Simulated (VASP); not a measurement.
Wanted: the native input for a VASP 6.6.1 run.

- Task: relaxation of cell and atoms
- Functional: LDA
- Potentials or basis: VASP PAW LDA potentials, release 64 (Ca_sv, Ga_d)
- Cutoff: 600 eV
- k mesh: 5 × 5 × 3
- Occupations: gaussian, width 0.1 eV
- Spin: no spin polarisation
- Dipole correction: no
- Further INCAR settings: ALGO = Normal; EDIFF = 1e-07; IBRION = 2; EDIFFG = -0.03; NSW = 80; ISIF = 3

The structure of CaGa2 lies in POSCAR:

```
CaGa2
1.0
    4.4432620000      0.0000000000      0.0000000000
   -2.2216310000      3.8479780000      0.0000000000
    0.0000000000      0.0000000000      7.3876640000
Ca Ga
2 4
Direct
    0.0000000000      0.0000000000      0.2500000000
    0.0000000000      0.0000000000      0.7500000000
    0.3333333333      0.6666666667      0.0425260000
    0.6666666667      0.3333333333      0.5425260000
    0.6666666667      0.3333333333      0.9574740000
    0.3333333333      0.6666666667      0.4574740000
```

These files were run (other wordings do the same):

INCAR

```
ALGO = Normal
EDIFF = 1E-7
EDIFFG = -0.03
ENCUT = 600
GGA = CA
IBRION = 2
ISIF = 3
ISMEAR = 0
LASPH = T
LCHARG = F
LREAL = F
LWAVE = F
NELM = 60
NSW = 80
PREC = Accurate
SIGMA = 0.1
```

KPOINTS

```
k-points
0
Gamma
  5 5 3
```

Potentials or basis: VASP PAW LDA potentials, release 64 (Ca_sv, Ga_d).

Command:

```bash
$ cat potpaw_LDA.64/Ca_sv/POTCAR potpaw_LDA.64/Ga_d/POTCAR > POTCAR
$ mpirun -np 1 vasp_std > vasp.out
```

It gave:

```yaml
Relaxed_volume: 19.56 Å³/atom
Relaxed_cell: a = 4.379 Å, b = 4.379 Å, c = 7.067 Å, α = 90.00°, β = 90.00°, γ = 120.00°
Space_group_after_relaxing_to_0.05_Å: P6_3/mmc (No. 194)
Energy_gained_by_relaxing: 20.4 meV/atom
Ionic_steps: 8
Pressure_after_relaxing: -0.1 GPa
Largest_force_after_relaxing: 0.009 eV/Å
Band_gap_on_the_k_mesh: zero (band 36 reaches 6.17 eV, above the bottom of band 37 at 5.12 eV)
```

Wall time 16 min on 1 thread of AMD EPYC 7R13, on a shared host, peak memory 0.22 GiB.
